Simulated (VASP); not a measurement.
Write the native input for VASP 6.6.1 that does the following.

```yaml
Task: single point
Functional: PBE
Potentials_or_basis: VASP PAW PBE potentials, release 64 (Cr_pv)
Cutoff: 500 eV
k_mesh: 16 × 16 × 16
Occupations: fermi-dirac, width 0.0612256 eV
Spin: no spin polarisation
Dipole_correction: no
Further_INCAR_settings: ALGO = Normal; EDIFF = 1e-06; NBANDS = 12
```

The structure of Cr lies in POSCAR:

```
Cr
1.0
    2.3700129015      0.0000000000      0.0000000000
    0.0000000000      2.3700129015      0.0000000000
    0.0000000000      0.0000000000      2.3700129015
Cr
1
Direct
    0.0000000000      0.0000000000      0.0000000000
```

One way to write it, as run:

INCAR

```
SYSTEM = Cr
PREC     = Accurate       ! precision mode
ENCUT    = 500            ! plane-wave cutoff, eV
EDIFF    = 1E-6           ! SCF threshold, eV
ISMEAR   = -1             ! smearing method
SIGMA    = 0.06122561905347299 ! smearing width, eV
LREAL    = .FALSE.        ! projectors in reciprocal space
LASPH    = .TRUE.         ! aspherical terms in the spheres
NELM     = 120            ! most SCF steps
ALGO     = Normal         ! electronic algorithm
ISIF     = 2              ! what is computed and relaxed
LWAVE    = .FALSE.        ! write WAVECAR
LCHARG   = .FALSE.        ! write CHGCAR
GGA      = PE             ! functional
NBANDS   = 12             ! bands
GGA_COMPAT= .FALSE.
```

KPOINTS

```
regular mesh
0
G
  16 16 16
  0 0 0
```

Potentials or basis: VASP PAW PBE potentials, release 64 (Cr_pv).

The run is started by

```bash
$ cat potpaw_PBE.64/Cr_pv/POTCAR > POTCAR
$ mpirun -np 1 vasp_std > vasp.out
```

It gave:

```json
{
  "Pressure": "-6.9 GPa",
  "Band gap on the k mesh": "zero (band 6 reaches 10.16 eV, above the bottom of band 7 at 8.53 eV)"
}
```

Caveat: the run has no spin polarisation, though such a crystal can be magnetic.

Wall time 25 s on 1 thread of Intel Xeon 8259CL, with other jobs on the host, peak memory 0.14 GiB.
